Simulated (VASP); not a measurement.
Wanted: the native input for a VASP 6.6.1 run.

```yaml
Task: single point
Functional: PBE
Potentials_or_basis: VASP PAW PBE potentials, release 64 (Sn_d, O)
Cutoff: 520 eV
k_mesh: 4 × 4 × 2
Occupations: gaussian, width 0.1 eV
Spin: no spin polarisation
Dipole_correction: no
Further_INCAR_settings: ALGO = Normal; EDIFF = 1e-06; NBANDS = 50
```

The structure of SnO lies in POSCAR:

```
SnO
1.0
    2.7369120100     -2.7377960700      0.0000000000
    2.7369120100      2.7377960700      0.0000000000
    0.0000000000      0.0000000000     10.2219600700
Sn O
4 4
Direct
    0.7365469900      0.2634530100      0.8638579900
    0.2634530100      0.7365469900      0.1361420100
    0.7634530100      0.2365469900      0.3638579900
    0.2365469900      0.7634530100      0.6361420100
    0.2619440000      0.2380560000      0.2500000000
    0.7380560000      0.7619440000      0.7500000000
    0.2380560000      0.2619440000      0.7500000000
    0.7619440000      0.7380560000      0.2500000000
```

The input as run:

INCAR

```
PREC = Accurate
ENCUT = 520
EDIFF = 1E-6
ISMEAR = 0
SIGMA = 0.1
LREAL = F
LASPH = T
NELM = 60
ALGO = Normal
ISIF = 2
LWAVE = F
LCHARG = F
GGA = PE
NBANDS = 50
```

KPOINTS

```
regular mesh
0
Gamma
  4 4 2
```

Potentials or basis: VASP PAW PBE potentials, release 64 (Sn_d, O).

Run with:

```sh
$ cat potpaw_PBE.64/Sn_d/POTCAR potpaw_PBE.64/O/POTCAR > POTCAR
$ mpirun -np 1 vasp_std > vasp.out
```

It gave:

```yaml
Pressure: -0.2 GPa
Largest_force: 0.050 eV/Å
Band_gap_on_the_k_mesh: 0.54 eV
```

Caveat: spin-orbit coupling is left out, which moves the levels of the heavy elements.

It took 4.1 min on 1 thread of Intel Xeon 8259CL, with other jobs on the host, peak memory 0.3 GiB.
